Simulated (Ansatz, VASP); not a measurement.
# SnSe2: VASP beside Ansatz

```
CELL_PARAMETERS angstrom
3.87592 0.00000 0.00000
-1.93796 3.35664 0.00000
0.00000 0.00000 6.93592
ATOMIC_POSITIONS crystal
Sn 0.00000 0.00000 0.00000
Se 0.33333 0.66667 0.22957
Se 0.66667 0.33333 0.77043
```

Alike in both runs: functional PBE; k mesh 6 × 6 × 4; no spin polarisation.

Ansatz relaxed the structure, and its values are those at the end. VASP's run is a single point on that final structure, the one shown.

```csv
,VASP,Ansatz
version,VASP 6.6.1,Ansatz 0.2.0
potentials or method,"VASP PAW PBE potentials, release 64 (Sn_d, Se), cutoff 520 eV","plane waves, PAW"
occupations,"gaussian, width 0.01 eV",fixed
valence electrons in the cell,26,46
```

```tsv
	VASP	Ansatz	Ansatz less VASP
pressure (GPa)	0.1	0.0	-0.06
rms of the force components (eV/Å)	0.006	0.001	-0.0050
```

VASP's potentials hold 26 valence electrons a cell and Ansatz's 46, so a difference there can come from the potentials and not from the codes.
